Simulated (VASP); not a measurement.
A run of VASP 6.6.1 is set up as follows.

Contents of INCAR:

```
PREC = Accurate
ENCUT = 520
EDIFF = 1E-7
ISMEAR = 0
SIGMA = 0.1
LREAL = F
LASPH = T
NELM = 60
ALGO = Normal
ISIF = 2
LWAVE = F
LCHARG = F
GGA = PE
NBANDS = 40
```

File KPOINTS:

```
regular mesh
0
Gamma
  6 6 4
```

File POSCAR:

```
GeIrRu3
1.0
    5.0319227783     -0.0000000037      0.0000000000
   -2.5159613859      4.3577729577      0.0000000000
    0.0000000000      0.0000000000      4.5718096372
Ge Ru Ir
1 3 1
Direct
    0.0000000000      0.0000000000      0.0000000000
    0.5000000000      0.0000000000      0.0000000000
    0.0000000000      0.5000000000      0.0000000000
    0.5000000000      0.5000000000      0.0000000000
    0.0000000000      0.0000000000      0.5000000000
```

Potentials or basis: VASP PAW PBE potentials, release 64 (Ge_d, Ru_pv, Ir).

Launch:

```console
$ cat potpaw_PBE.64/Ge_d/POTCAR potpaw_PBE.64/Ru_pv/POTCAR potpaw_PBE.64/Ir/POTCAR > POTCAR
$ mpirun -np 1 vasp_std > vasp.out
```

Predict the pressure.

0.3 GPa.

Stress tensor (GPa, compression positive):
```
0.20 0.00 0.00
0.00 0.20 0.00
0.00 0.00 0.46
```
